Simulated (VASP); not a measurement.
# Si (a cell with a defect) in VASP: a series of runs

Runs on Si (a cell with a defect). Level: PBE. Tasks: single point.

All numbers are computed with VASP 6.6.1; they aren't measurements. Logs are shortened: lines on timing, memory, paths and dates and some standing lists are left out, and cuts for length are marked.

## (1) The cell of the first run

The cell holds a defect, 17 atoms: a = 7.679 Å, b = 7.679 Å, c = 7.679 Å, α = 60.00°, β = 60.00°, γ = 60.00°.

## (2) Single point, PBE

File INCAR:

```
SYSTEM = Si
PREC = Accurate
ENCUT = 520
EDIFF = 1E-7
ISMEAR = 0
SIGMA = 0.02
LREAL = Auto
LASPH = .True.
NELM = 100
ALGO = Normal
ISIF = 2
LWAVE = .False.
LCHARG = .True.
GGA = PE
LELF = .True.
LVHAR = .True.
NBANDS = 48
```

File KPOINTS:

```
regular mesh
0
Gamma
  2 2 2
  0 0 0
```

File POSCAR:

```
Si
1.0
    0.0000000000      5.4300000000      5.4300000000
    5.4300000000      0.0000000000      5.4300000000
    5.4300000000      5.4300000000      0.0000000000
Si
17
Direct
   -0.0245061694     -0.0250608656      0.0739787293
    0.1322692449      0.1316034991      0.1274438306
    0.0185000000      0.0177591160      0.5017891344
    0.1028045120      0.1020943831      0.6922258748
    0.0076379374      0.5027383057     -0.0137906077
    0.1322090239      0.6080220994      0.1274852670
    0.0184800184      0.4611746777      0.5018059853
    0.1383826888      0.6235427256      0.6137410681
    0.5033935543      0.0069642726     -0.0138399632
    0.6085910681      0.1316168508      0.1274348987
    0.4618793738      0.0177683241      0.5017837937
    0.6242698895      0.1376953039      0.6136971455
    0.5033378453      0.5027503683     -0.0137993554
    0.6365976059      0.6359274401      0.0908033149
    0.5122751381      0.5115837937      0.4637952118
    0.6242678637      0.6235448435      0.6137334254
    0.8360021179      0.8353157459      0.4926045120
```

Potentials or basis: VASP PAW PBE potentials, release 64 (Si).

Started as:

```console
$ cat potpaw_PBE.64/Si/POTCAR > POTCAR
$ mpirun -np 1 vasp_std > vasp.out
```

OUTCAR:

```text
SYSTEM = Si
   PREC = Accurate
   ENCUT = 520
   EDIFF = 1E-7
   ISMEAR = 0
   LREAL = Auto
   LASPH = .True.
   NELM = 100
   ISIF = 2
   GGA = PE

 ion  position               nearest neighbor table
   1  0.975  0.975  0.074-  10 2.35   2 2.35   6 2.35   4 2.39  17 2.62
   2  0.132  0.132  0.127-   9 2.33   5 2.33   1 2.35   3 2.35
   3  0.019  0.018  0.502-   4 2.30   2 2.35  17 2.47   8 2.48  12 2.48
   4  0.103  0.102  0.692-  11 2.30   7 2.30   3 2.30   1 2.39
   5  0.008  0.503  0.986-  14 2.33   6 2.33   2 2.33   8 2.34
   6  0.132  0.608  0.127-  13 2.33   5 2.33   1 2.35   7 2.35
   7  0.018  0.461  0.502-   4 2.30   6 2.35  17 2.47   8 2.48  16 2.48
   8  0.138  0.624  0.614-   5 2.34  15 2.35  17 2.40   7 2.48   3 2.48
   9  0.503  0.007  0.986-  14 2.33   2 2.33  10 2.33  12 2.34
  10  0.609  0.132  0.127-   9 2.33  13 2.33   1 2.35  11 2.35
  11  0.462  0.018  0.502-   4 2.30  10 2.35  17 2.47  16 2.48  12 2.48
  12  0.624  0.138  0.614-   9 2.34  15 2.35  17 2.40   3 2.48  11 2.48
  13  0.503  0.503  0.986-  14 2.33   6 2.33  10 2.33  16 2.34
  14  0.637  0.636  0.091-   9 2.33  13 2.33   5 2.33  15 2.34
  15  0.512  0.512  0.464-  14 2.34  12 2.35  16 2.35   8 2.35
  16  0.624  0.624  0.614-  13 2.34  15 2.35  17 2.40   7 2.48  11 2.48
  17  0.836  0.835  0.493-  12 2.40  16 2.40   8 2.40  11 2.47   3 2.47   7 2.47   1 2.62

  LATTYP: Found a face centered cubic cell.
 ALAT       =    10.8600000000

  Lattice vectors:

 A1 = (   0.0000000000,   5.4300000000,   5.4300000000)
 A2 = (   5.4300000000,   0.0000000000,   5.4300000000)
 A3 = (   5.4300000000,   5.4300000000,   0.0000000000)

Analysis of symmetry for initial positions (statically):
=====================================================================
 Subroutine PRICEL returns:
 Original cell was already a primitive cell.

 Routine SETGRP: Setting up the symmetry group for a
 face centered cubic supercell.

 Subroutine GETGRP returns: Found  1 space group operations
 (whereof  1 operations were pure point group operations)
 out of a pool of 48 trial point group operations.

The static configuration has the point symmetry C_1 .

Analysis of symmetry for dynamics (positions and initial velocities):
=====================================================================
 Subroutine PRICEL returns:
 Original cell was already a primitive cell.

 Routine SETGRP: Setting up the symmetry group for a
 face centered cubic supercell.

 Subroutine GETGRP returns: Found  1 space group operations
 (whereof  1 operations were pure point group operations)
 out of a pool of 48 trial point group operations.

The dynamic configuration has the point symmetry C_1 .

 Subroutine INISYM returns: Found  1 space group operations
 (whereof  1 operations are pure point group operations),
 and found     1 'primitive' translations

----------------------------------------------------------------------------------------

                                     Primitive cell

  volume of cell :     320.2060

  direct lattice vectors                    reciprocal lattice vectors
     0.000000000  5.430000000  5.430000000    -0.092081031  0.092081031  0.092081031
     5.430000000  0.000000000  5.430000000     0.092081031 -0.092081031  0.092081031
     5.430000000  5.430000000  0.000000000     0.092081031  0.092081031 -0.092081031

  length of vectors
     7.679179644  7.679179644  7.679179644     0.159489025  0.159489025  0.159489025

  position of ions in fractional coordinates (direct lattice)
     0.975493831  0.974939134  0.073978729
     0.132269245  0.131603499  0.127443831
     0.018500000  0.017759116  0.501789134
     0.102804512  0.102094383  0.692225875
     0.007637937  0.502738306  0.986209392
     0.132209024  0.608022099  0.127485267
[... 9 lines left out ...]
     0.624267864  0.623544843  0.613733425
     0.836002118  0.835315746  0.492604512

  ion indices of the primitive-cell ions
   primitive index   ion index
                 1           1
                 2           2
                 3           3
                 4           4
                 5           5
                 6           6
[... 9 lines left out ...]
                16          16
                17          17

----------------------------------------------------------------------------------------

 KPOINTS: regular mesh

Automatic generation of k-mesh.
 Grid dimensions read from file:
 generate k-points for:    2    2    2

 Generating k-lattice:

  Cartesian coordinates                     Fractional coordinates (reciprocal lattice)
    -0.046040516  0.046040516  0.046040516     0.500000000  0.000000000  0.000000000
     0.046040516 -0.046040516  0.046040516     0.000000000  0.500000000  0.000000000
     0.046040516  0.046040516 -0.046040516     0.000000000  0.000000000  0.500000000

  Length of vectors
     0.079744512  0.079744512  0.079744512

  Shift w.r.t. Gamma in fractional coordinates (k-lattice)
[... 38 lines left out ...]
   NSW    =      0    number of steps for IOM
   IBRION =     -1    ionic relax: 0-MD 1-quasi-New 2-CG
   NFREE  =      0    steps in history (QN), initial steepest desc. (CG)
   ISIF   =      2    stress and relaxation
   ISYM   =      2    0-nonsym 1-usesym 2-fastsym
   POTIM  = 0.5000    time-step for ionic-motion
   TEBEG  =    0.0;   TEEND  =   0.0 temperature during run
   PSTRESS=    0.0 pullay stress
   NELECT =      68.0000    total number of electrons
   NUPDOWN=      -1.0000    fix difference up-down
   EMIN   =  10.00;   EMAX   =-10.00  energy-range for DOS
   EFERMI =   0.00;   METHOD = LEGACY
   ISMEAR =     0;   SIGMA  =   0.02  broadening in eV -4-tet -1-fermi 0-gaus
   EFERMI_NEDOS =   21; number of points for ismear=-14 and -15
   IALGO  =     38    algorithm
   IMIX   =      4    mixing-type and parameters
     AMIX     =   0.40;   BMIX     =  1.00
     AMIX_MAG =   1.60;   BMIX_MAG =  1.00
  volume/ion in A,a.u.               =      18.84       127.11
  Fermi-wavevector in a.u.,A,eV,Ry     =   0.976715  1.845724 12.979587  0.953973
  Thomas-Fermi vector in A             =   2.107356
   LORBIT       =      0    0 simple, 1 ext, 2 COOP (PROOUT), +10 PAW based schemes
   GGA     = PE    functional components
   LHFCALC =     F    Hartree Fock is set to
   AEXX    =    0.0000 exact exchange contribution
   IVDW    =     0    specifies the selected vdW correction
   LEPSILON=     F    determine dielectric tensor
   LRPA    =     F    only Hartree local field effects (RPA)
 non-spin polarized calculation
 Gauss-broadening in eV      SIGMA  =   0.02
  energy-cutoff  :      520.00
  volume of cell :      320.21
 maximum number of plane-waves:      8646
 NGX is ok and might be reduce to    60
   NGX = 29   NGY = 29   NGZ = 29

 number of electron      68.0000000 magnetization

 Free energy of the ion-electron system (eV)
  ---------------------------------------------------
  ext. energy  EPLUGINS =         0.00000000
  ---------------------------------------------------
  free energy    TOTEN  =       -87.70880033 eV

  energy without entropy =      -87.70492381  energy(sigma->0) =      -87.70686207

 E-fermi :   6.7698     XC(G=0):  -9.6971

 val. band max:        6.7248454843   @ k =   0.0000   0.0000   0.0000
 cond. band min:       6.7759103792   @ k =   0.0000   0.5000   0.5000
 fundamental gap:      0.0510648949
 Fermi energy:         6.7698433681

 k-point     1 :       0.0000    0.0000    0.0000
  band No.  band energies     occupation
      1      -6.2272      2.00000
      2      -3.8595      2.00000
      3      -3.5894      2.00000
      4      -3.5892      2.00000
      5      -3.4042      2.00000
      6      -2.7170      2.00000
[... 38 lines left out ...]
     45       8.4534      0.00000
     46       8.8782      0.00000

 k-point     2 :       0.5000    0.0000    0.0000
  band No.  band energies     occupation
      1      -5.7594      2.00000
      2      -4.9881      2.00000
      3      -3.6092      2.00000
      4      -3.3842      2.00000
      5      -3.1988      2.00000
      6      -3.0143      2.00000
[... 286 lines left out ...]
 k-point     8 :       0.5000    0.0000    0.5000
  band No.  band energies     occupation
      1      -5.6268      2.00000
      2      -4.7072      2.00000
      3      -4.0447      2.00000
      4      -3.8421      2.00000
      5      -3.7952      2.00000
      6      -3.6383      2.00000
[... 38 lines left out ...]
     45      10.2853      0.00000
     46      10.4026      0.00000
 [bands above 46 left out]

------------------------ aborting loop because EDIFF is reached ----------------------------------------

  FORCE on cell =-STRESS in cart. coord.  units (eV):
  Direction    XX          YY          ZZ          XY          YZ          ZX
  --------------------------------------------------------------------------------------
  -------------------------------------------------------------------------------------
  Total        8.6240450      8.6208430      8.6246889     -1.1287557      1.1276135      1.1287372
  in kB       43.1511237     43.1351024     43.1543459     -5.6478225      5.6421075      5.6477302
  external PRESSURE =      43.1468573 kB  Pullay stress =       0.0000000 kB

 VOLUME and BASIS-vectors are now :
 -----------------------------------------------------------------------------
  energy-cutoff  :      520.00
  volume of cell :      320.21
      direct lattice vectors                 reciprocal lattice vectors
     0.000000000  5.430000000  5.430000000    -0.092081031  0.092081031  0.092081031
     5.430000000  0.000000000  5.430000000     0.092081031 -0.092081031  0.092081031
     5.430000000  5.430000000  0.000000000     0.092081031  0.092081031 -0.092081031

 POSITION                                       TOTAL-FORCE (eV/Angst)
 -----------------------------------------------------------------------------------
      5.69562      5.69864     10.59085         0.010123      0.009970     -0.009225
      1.40663      1.41024      1.43283        -0.000231     -0.001240      0.002392
      2.82115      2.82517      0.19689         0.007041      0.006561      0.011058
      4.31316      4.31702      1.11260        -0.001981     -0.000691      0.000834
      8.08499      5.39659      2.77134         0.004122     -0.007470     -0.005643
      3.99380      1.41014      4.01945        -0.003644     -0.002374      0.002417
[... 9 lines left out ...]
      6.71842      6.72235      6.77562         0.006924      0.005467      0.015347
      7.21061      7.21433      9.07526        -0.036944     -0.036341      0.036417
 -----------------------------------------------------------------------------------
    total drift:                                0.002654      0.000845     -0.001814

  FREE ENERGIE OF THE ION-ELECTRON SYSTEM (eV)
  ---------------------------------------------------
  free  energy   TOTEN  =       -87.7088003326 eV

  energy  without entropy=      -87.7049238087  energy(sigma->0) =      -87.70686207
```

Run time: 2.6 min. Hardware: 1 thread of Intel Xeon 6975P-C (Granite Rapids), shared host; peak memory 0.46 GiB.

Results:

| Quantity | Value |
| --- | --- |
| Free energy | -87.7088 eV |
| Pressure | 4.3 GPa |
| Largest force | 0.063 eV/Å |
| Band gap on the k mesh | zero (band 34 reaches 6.78 eV, above the bottom of band 35 at 6.72 eV) |

Forces on the atoms (eV/Å):
```
Si   0.010  0.010 -0.009
Si   0.000 -0.001  0.002
Si   0.007  0.007  0.011
Si  -0.002 -0.001  0.001
Si   0.004 -0.007 -0.006
Si  -0.004 -0.002  0.002
Si  -0.011  0.008 -0.008
Si   0.007 -0.016 -0.006
Si  -0.007  0.003 -0.003
Si  -0.001 -0.002  0.001
Si   0.007 -0.011 -0.007
Si  -0.016  0.007 -0.007
Si   0.004  0.006  0.007
Si   0.015  0.017 -0.017
Si   0.015  0.015 -0.015
Si   0.007  0.005  0.015
Si  -0.037 -0.036  0.036
```

Stress tensor (GPa, compression positive):
```
 4.32 -0.56  0.56
-0.56  4.31  0.56
 0.56  0.56  4.32
```

Levels at points of the mesh, in eV from the Fermi level:
| k point | band 32 | band 33 | band 34 | band 35 | band 36 | band 37 |
| --- | --- | --- | --- | --- | --- | --- |
| (0.00, 0.00, 0.00) | -0.69 | -0.69 | -0.49 | -0.05 | -0.05 | 0.28 |
| (0.50, 0.00, 0.00) | -1.34 | -0.85 | -0.17 | 0.21 | 0.70 | 0.94 |
| (0.00, 0.50, 0.00) | -1.34 | -0.85 | -0.17 | 0.21 | 0.70 | 0.94 |
| (0.00, 0.00, 0.50) | -1.29 | -1.29 | -0.25 | 0.38 | 0.38 | 1.22 |
| (0.50, 0.50, 0.50) | -1.34 | -0.85 | -0.17 | 0.21 | 0.70 | 0.94 |
| (0.50, 0.50, 0.00) | -1.70 | -0.75 | 0.01 | 0.39 | 1.32 | 1.48 |
| (0.00, 0.50, 0.50) | -1.70 | -0.75 | 0.01 | 0.39 | 1.32 | 1.48 |
| (0.50, 0.00, 0.50) | -1.70 | -0.75 | 0.01 | 0.39 | 1.32 | 1.48 |

Caveat: the k points lie up to 0.50 Å⁻¹ apart.

## (3) Single point, PBE

File INCAR:

```
SYSTEM = Si
  PREC = Accurate
  ENCUT = 520
  EDIFF = 1E-6
  ISMEAR = 0
  SIGMA = 0.02
  LREAL = Auto
  LASPH = .TRUE.
  NELM = 100
  ALGO = Normal
  ISIF = 2
  LWAVE = .FALSE.
  LCHARG = .TRUE.
  GGA = PE
  LELF = .TRUE.
  LVHAR = .TRUE.
  NBANDS = 48
```

File KPOINTS:

```
regular mesh
0
G
  2 2 2
  0 0 0
```

File POSCAR:

```
Si
1.0
    0.0000000000      5.4300000000      5.4300000000
    5.4300000000      0.0000000000      5.4300000000
    5.4300000000      5.4300000000      0.0000000000
Si
17
Direct
   -0.0112253223     -0.0116107735      0.0340741252
    0.1219296501      0.1214786372      0.1389033149
    0.0009316759      0.0006255985      0.5114071823
    0.1130643646      0.1127347145      0.6611470534
    0.0165682320      0.4926652855     -0.0023083794
    0.1218576427      0.6173182320      0.1389406998
    0.0009411602      0.4867387661      0.5114534991
    0.1633646409      0.6065825046      0.6232639042
    0.4931011050      0.0162066298     -0.0023996317
    0.6177045120      0.1214538674      0.1389116943
    0.4870370166      0.0006629834      0.5114077348
    0.6069051565      0.1631143646      0.6231965009
    0.4930507366      0.4926321363     -0.0022713628
    0.6495150092      0.6491549724      0.0517918048
    0.5223453039      0.5221064457      0.4332042357
    0.6068187845      0.6064922652      0.6233040516
    0.7889367403      0.7887463168      0.6332529466
```

Potentials or basis: VASP PAW PBE potentials, release 64 (Si).

Started as:

```console
$ cat potpaw_PBE.64/Si/POTCAR > POTCAR
$ mpirun -np 1 vasp_std > vasp.out
```

It took 2.4 min on 1 thread of Intel Xeon 6975P-C (Granite Rapids), shared host; peak memory 0.46 GiB.

Results (log left out):

* Free energy: -87.7091 eV
* Pressure: 4.3 GPa
* Largest force: 0.059 eV/Å
* Band gap on the k mesh: zero (band 34 reaches 6.78 eV, above the bottom of band 35 at 6.72 eV)

Forces on the atoms (eV/Å):
```
Si  -0.014 -0.015  0.015
Si  -0.005 -0.007 -0.007
Si  -0.008 -0.006 -0.010
Si  -0.017 -0.017  0.017
Si   0.001  0.006 -0.001
Si   0.005 -0.006  0.006
Si   0.010 -0.008  0.007
Si   0.001  0.013 -0.003
Si   0.007  0.002 -0.002
Si  -0.005  0.007  0.007
Si  -0.008  0.009  0.006
Si   0.013  0.000 -0.001
Si   0.001  0.001 -0.005
Si  -0.016 -0.014  0.014
Si  -0.002 -0.002  0.002
Si   0.002  0.002 -0.013
Si   0.033  0.036 -0.033
```

Stress tensor (GPa, compression positive):
```
 4.32 -0.57  0.57
-0.57  4.32  0.57
 0.57  0.57  4.32
```

Levels at points of the mesh, in eV from the Fermi level:
```tsv
k point	band 32	band 33	band 34	band 35	band 36	band 37
(0.00, 0.00, 0.00)	-0.70	-0.70	-0.49	-0.05	-0.05	0.27
(0.50, 0.00, 0.00)	-1.35	-0.86	-0.17	0.21	0.70	0.94
(0.00, 0.50, 0.00)	-1.35	-0.86	-0.17	0.21	0.70	0.94
(0.00, 0.00, 0.50)	-1.29	-1.29	-0.25	0.38	0.38	1.21
(0.50, 0.50, 0.50)	-1.35	-0.86	-0.17	0.21	0.70	0.94
(0.50, 0.50, 0.00)	-1.70	-0.75	0.01	0.39	1.32	1.48
(0.00, 0.50, 0.50)	-1.70	-0.75	0.01	0.39	1.32	1.48
(0.50, 0.00, 0.50)	-1.70	-0.75	0.01	0.39	1.32	1.48
```

Caveat: the k points lie up to 0.50 Å⁻¹ apart.

## (4) Single point, PBE

File INCAR:

```
SYSTEM = Si
PREC     = Accurate       ! precision mode
ENCUT    = 520            ! plane-wave cutoff, eV
EDIFF    = 1E-6           ! SCF threshold, eV
ISMEAR   = 0              ! smearing method
SIGMA    = 0.02           ! smearing width, eV
LREAL    = Auto         
LASPH    = .TRUE.         ! aspherical terms in the spheres
NELM     = 60             ! most SCF steps
ALGO     = Normal         ! electronic algorithm
ISIF     = 2              ! what is computed and relaxed
LWAVE    = .FALSE.        ! write WAVECAR
LCHARG   = .FALSE.        ! write CHGCAR
GGA      = PE             ! functional
NBANDS   = 48             ! bands
```

File KPOINTS:

```
Automatic mesh
0
G
  2 2 2
  0 0 0
```

File POSCAR:

```
Si
1.0
    0.0000000000      5.4300000000      5.4300000000
    5.4300000000      0.0000000000      5.4300000000
    5.4300000000      5.4300000000      0.0000000000
Si
17
Direct
   -0.0072506446     -0.0074042357      0.0219434622
    0.1239361878      0.1237050645      0.1333177716
    0.0034573665      0.0033063536      0.5052046961
    0.1173033149      0.1171570902      0.6482767956
    0.0099860037      0.4956990792     -0.0014911602
    0.1238645488      0.6189231123      0.1333831492
    0.0034235727      0.4879390424      0.5052640884
    0.1454877532      0.6174343462      0.6196674954
    0.4959258748      0.0098063536     -0.0016319521
    0.6190778085      0.1237091160      0.1333089319
    0.4880710866      0.0033145488      0.5052009208
    0.6176012891      0.1452640884      0.6195539595
    0.4958416206      0.4957088398     -0.0015007366
    0.6367538674      0.6365547882      0.0899757827
    0.5131339779      0.5129067219      0.4608984346
    0.6174569061      0.6174618785      0.6196616943
    0.7670027624      0.7666482505      0.6994395948
```

Started as:

```console
$ cat potpaw_PBE.64/Si/POTCAR > POTCAR
$ mpirun -np 1 vasp_std > vasp.out
```

It took 2.3 min on 1 thread of Intel Xeon 6975P-C (Granite Rapids), shared host; peak memory 0.46 GiB.

Results (log left out):

```
Free energy            : -87.8777 eV
Pressure               : 5.0 GPa
Largest force          : 0.281 eV/Å
Band gap on the k mesh : zero (band 34 reaches 6.90 eV, above the bottom of band 35 at 6.76 eV)
```

Forces in eV/Å, atoms in the order of the input:
```
Si  -0.043 -0.042  0.042
Si  -0.023 -0.023  0.026
Si  -0.025 -0.024  0.027
Si  -0.044 -0.045  0.045
Si   0.004 -0.034 -0.003
Si  -0.026 -0.022  0.023
Si  -0.027 -0.025  0.025
Si   0.020 -0.096 -0.021
Si  -0.034  0.005 -0.004
Si  -0.023 -0.027  0.023
Si  -0.026 -0.027  0.024
Si  -0.097  0.021 -0.021
Si   0.004  0.003  0.034
Si   0.088  0.089 -0.089
Si   0.065  0.066 -0.065
Si   0.020  0.022  0.096
Si   0.165  0.161 -0.162
```

Stress tensor (GPa, compression positive):
```
 5.03 -0.23  0.23
-0.23  5.02  0.24
 0.23  0.24  5.02
```

Levels at points of the mesh, in eV from the Fermi level:
| k point | band 30 | band 31 | band 32 | band 33 | band 34 | band 35 | band 36 | band 37 | band 38 | band 39 |
| --- | --- | --- | --- | --- | --- | --- | --- | --- | --- | --- |
| (0.00, 0.00, 0.00) | -1.67 | -0.86 | -0.79 | -0.79 | -0.46 | -0.13 | -0.13 | 0.09 | 0.09 | 0.46 |
| (0.50, 0.00, 0.00) | -1.56 | -1.46 | -1.44 | -1.23 | -0.25 | 0.28 | 0.75 | 0.81 | 0.90 | 1.30 |
| (0.00, 0.50, 0.00) | -1.56 | -1.46 | -1.44 | -1.23 | -0.24 | 0.28 | 0.75 | 0.81 | 0.90 | 1.30 |
| (0.00, 0.00, 0.50) | -1.56 | -1.56 | -1.39 | -1.39 | -0.36 | 0.41 | 0.42 | 1.05 | 1.05 | 1.21 |
| (0.50, 0.50, 0.50) | -1.56 | -1.46 | -1.44 | -1.23 | -0.25 | 0.28 | 0.75 | 0.81 | 0.90 | 1.30 |
| (0.50, 0.50, 0.00) | -2.04 | -2.00 | -1.85 | -0.94 | 0.01 | 0.56 | 1.09 | 1.19 | 1.23 | 1.89 |
| (0.00, 0.50, 0.50) | -2.04 | -2.00 | -1.85 | -0.94 | 0.01 | 0.56 | 1.09 | 1.19 | 1.23 | 1.89 |
| (0.50, 0.00, 0.50) | -2.04 | -2.00 | -1.85 | -0.94 | 0.01 | 0.56 | 1.09 | 1.19 | 1.23 | 1.89 |

Caveat: the k points lie up to 0.50 Å⁻¹ apart.
